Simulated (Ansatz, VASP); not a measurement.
## BN: VASP beside Ansatz

```
CELL_PARAMETERS angstrom
2.50245 0.00000 0.00000
-1.25123 2.16719 0.00000
0.00000 0.00000 4.21036
ATOMIC_POSITIONS crystal
B 0.33333 0.66667 0.00008
B 0.66667 0.33333 0.50008
N 0.33333 0.66667 0.37392
N 0.66667 0.33333 0.87392
```

Change from the starting cell: strained cell.

Alike in both runs: functional PBEsol; k mesh 9 × 9 × 6; occupations gaussian, width 0.02 eV; no spin polarisation.

Ansatz relaxed the structure, and its values are those at the end. VASP's run is a single point on that final structure, the one shown.

|  | VASP | Ansatz |
| --- | --- | --- |
| version | VASP 6.6.1 | Ansatz 0.2.0 |
| potentials or method | VASP PAW PBE potentials, release 64 (B, N), cutoff 520 eV | scalar-relativistic, plane waves, PAW |
| valence electrons in the cell | 16 | 16 |

|  | VASP | Ansatz | Ansatz less VASP |
| --- | --- | --- | --- |
| gap on the k mesh at the Fermi level (eV) | 4.79 | 4.80 | +0.013 |
| least direct gap on the mesh (eV) | 8.18 | 8.17 | -0.001 |
| pressure (GPa) | 12.5 | 11.6 | -0.93 |
| rms of the force components (eV/Å) | 0.006 | 0.000 | -0.0056 |

VASP's potentials were made for PBE, not for PBEsol, and Ansatz warns of the same on its side. Ansatz's warnings: stress scf threshold loose.
